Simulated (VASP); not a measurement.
Write the native input for VASP 6.6.1 that does the following.

```
Task                   : single point
Functional             : PBE
Potentials or basis    : VASP PAW PBE potentials, release 64 (Si, Sn_d)
Cutoff                 : 520 eV
k mesh                 : 6 × 6 × 6
Occupations            : gaussian, width 0.1 eV
Spin                   : no spin polarisation
Dipole correction      : no
Further INCAR settings : ALGO = Fast; EDIFF = 1e-06; NBANDS = 61
```

The structure of SiSn7 lies in POSCAR:

```
SiSn7
1.0
    6.5059992316      0.0000000000      0.0000000000
    0.0000000000      6.5059992316      0.0000000000
    0.0000000000      0.0000000000      6.5059992316
Si Sn
1 7
Direct
    0.0000000000      0.0000000000      0.0000000000
    0.0000000000      0.5000000000      0.5000000000
    0.2385864933      0.7614135067      0.7614135067
    0.5000000000      0.0000000000      0.5000000000
    0.7614135067      0.2385864933      0.7614135067
    0.7614135067      0.7614135067      0.2385864933
    0.5000000000      0.5000000000      0.0000000000
    0.2385864933      0.2385864933      0.2385864933
```

The input as run:

INCAR

```
SYSTEM = SiSn7
PREC = Accurate ; ENCUT = 520
EDIFF = 1E-6 ; ISMEAR = 0
SIGMA = 0.1 ; LREAL = .False.
LASPH = .True. ; NELM = 80
ALGO = Fast ; ISIF = 2
LWAVE = .False. ; LCHARG = .False.
GGA = PE ; NBANDS = 61
```

KPOINTS

```
Automatic mesh
0
Gamma
  6 6 6
  0 0 0
```

Potentials or basis: VASP PAW PBE potentials, release 64 (Si, Sn_d).

Run with:

```sh
$ cat potpaw_PBE.64/Si/POTCAR potpaw_PBE.64/Sn_d/POTCAR > POTCAR
$ mpirun -np 1 vasp_std > vasp.out
```

Results of the run:

```yaml
Pressure: -0.1 GPa
Band_gap_on_the_k_mesh: zero (bands 51 and 52 overlap by 0.30 eV)
```

Caveat: semilocal functionals underestimate gaps, and a narrow one can read as zero; spin-orbit coupling is left out, which moves the levels of the heavy elements.

It took 3.9 min on 1 thread of AMD EPYC 9R45 96-Core Processor (Zen 5), with other jobs on the host, peak memory 0.43 GiB.
